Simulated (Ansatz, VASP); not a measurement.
One calculation of Bi, two programs

Contents of INCAR:

```
SYSTEM = Bi
ALGO = Normal
EDIFF = 1E-7
ENCUT = 520
GGA = PS
ISIF = 2
ISMEAR = -1
LASPH = .True.
LCHARG = .False.
LREAL = .False.
LWAVE = .False.
NBANDS = 22
NELM = 100
PREC = Accurate
SIGMA = 0.1
```

The input KPOINTS:

```
k-points
0
Gamma
  12 12 8
  0 0 0
```

The input POSCAR:

```
Bi
1.0
   -3.2365434864      3.2754729362      1.7238837625
    3.2754729362     -3.2365434864      1.7238837625
    3.2080766815      3.2080766815     -1.6525844038
Bi
2
Direct
    0.0004286420      0.9995713580      1.0000000000
    0.7495713580      0.2504286420      0.5000000000
```

Input for Ansatz:

```yaml
crystal:
  lattice:
    - [-3.2365434864, 3.2754729362, 1.7238837625]
    - [3.2754729362, -3.2365434864, 1.7238837625]
    - [3.2080766815, 3.2080766815, -1.6525844038]
  atoms:
    - { symbol: Bi, position: [0.000428642, 0.999571358, 1.0] }
    - { symbol: Bi, position: [0.749571358, 0.250428642, 0.5] }
hamiltonian:
  xc: pbesol
  pseudopotentials:
    kind: paw
    azcp:
      Bi: "pseudopotentials/Bi.paw.azcp"
basis:
  ecutwfc: 420
  fft_grid_basis: typed
kpoints:
  mp_grid: { grid: [12, 12, 8], shift: [0, 0, 0] }
magnetization:
  spin_polarized: false
scf:
  occupations: { method: fermi_dirac, width: 0.1 }
  lower_state_search: "off"
output:
  stress: true
  write_density: true
  write_potential: true
  elf: true
  volumetric_format: npy
```

Alike in both runs: task single point; functional PBEsol; k mesh 12 × 12 × 8; occupations fermi-dirac, width 0.1 eV; no spin polarisation.

```csv
,VASP,Ansatz
version,VASP 6.6.1,Ansatz 0.2.0
potentials or method,"VASP PAW PBE potentials, release 64 (Bi_d), cutoff 520 eV","plane waves (420 eV) with PAW, scalar-relativistic"
valence electrons in the cell,30,30
```

```tsv
	VASP	Ansatz	Ansatz less VASP
pressure (GPa)	-4.8	-4.7	+0.07
traceless stress, the component that is largest in VASP (GPa)	0.17	0.17	+0.001
```

VASP's potentials were made for PBE, not for PBEsol, and Ansatz warns of the same on its side.

Spin-orbit coupling is off throughout.
